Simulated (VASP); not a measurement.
Nb, 2 atoms in the cell. It takes space group Im-3m (No. 229, cubic). The conventional cell has a = 3.312 Å, b = 3.312 Å, c = 3.312 Å, α = 90.00°, β = 90.00°, γ = 90.00°. Nb (site symmetry m-3m) has 14 Nb at 2.87 to 3.31 Å within 3.8 Å. 

```yaml
Program: VASP 6.6.1
Task: single point
Functional: PBE
Potentials_or_basis: VASP PAW PBE potentials, release 64 (Nb_sv)
Cutoff: 520 eV
k_mesh: 13 × 13 × 8
Occupations: fermi-dirac, width 0.08 eV
Spin: no spin polarisation
Dipole_correction: no
Further_INCAR_settings: ALGO = Normal; EDIFF = 1e-06; NBANDS = 20
```

Potentials or basis: VASP PAW PBE potentials, release 64 (Nb_sv).

Command:

```sh
$ cat potpaw_PBE.64/Nb_sv/POTCAR > POTCAR
$ mpirun -np 1 vasp_std > vasp.out
```

Hardware: 1 thread of Intel(R) Xeon(R) Platinum 8559C (Emerald Rapids), with other jobs on the host.

How long does it take, and how much memory?

Run time: 59 s on 1 thread of Intel(R) Xeon(R) Platinum 8559C (Emerald Rapids), on a shared host, peak memory 0.25 GiB. Counts: scf iterations 12, k points 245.
